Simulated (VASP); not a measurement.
P: single point with PBEsol

Crystal: P.

```
P
1.0
     2.43599    0.00000    0.00000
     0.00000    2.43599    0.00000
     0.00000    0.00000    2.37318
P
1
Direct
  0.00000 0.00000 0.00000
```

This cell differs from its parent crystal: uniaxial strain along c: -2.0 %, then relaxed in part.

```
Program             : VASP 6.6.1
Task                : single point
Functional          : PBEsol
Potentials or basis : VASP PAW PBE potentials, release 64 (P)
Cutoff              : 520 eV
k mesh              : 18 × 18 × 18
Occupations         : gaussian, width 0.1 eV
Spin                : no spin polarisation
```

| Property | Result |
| --- | --- |
| Pressure | 1.3 GPa |

Stress tensor (GPa, compression positive):
```
0.11 0.00 0.00
0.00 0.11 0.00
0.00 0.00 3.67
```

Levels at points of the mesh, in eV from the Fermi level:
```csv
k point,band 1,band 2,band 3,band 4,band 5,band 6,band 7,band 8
"(0.00, 0.00, 0.00)",-16.82,4.86,4.86,6.00,6.67,6.96,14.56,24.47
"(0.50, 0.00, 0.00)",-12.47,-8.95,7.71,8.83,9.44,14.24,15.28,16.96
"(0.50, 0.50, 0.00)",-7.79,-5.50,-5.50,0.68,11.46,17.64,17.80,17.80
"(0.00, 0.00, 0.50)",-11.94,-8.99,8.10,8.10,9.61,14.14,14.14,16.50
"(0.50, 0.00, 0.50)",-7.17,-5.60,-5.11,0.73,10.74,16.68,17.15,17.65
"(0.50, 0.50, 0.50)",-2.53,-1.98,-1.98,-1.19,4.44,4.44,4.82,10.77
```

It took 25 s on 1 thread of Intel(R) Xeon(R) Platinum 8259CL CPU @ 2.50GHz (Skylake/Cascade Lake), with other jobs on the host, peak memory 0.15 GiB.

Caveat: the cell differs from its parent crystal (uniaxial strain along c: -2.0 %, then relaxed in part); the PAW data sets were made with another functional, which shifts forces and pressure a little.
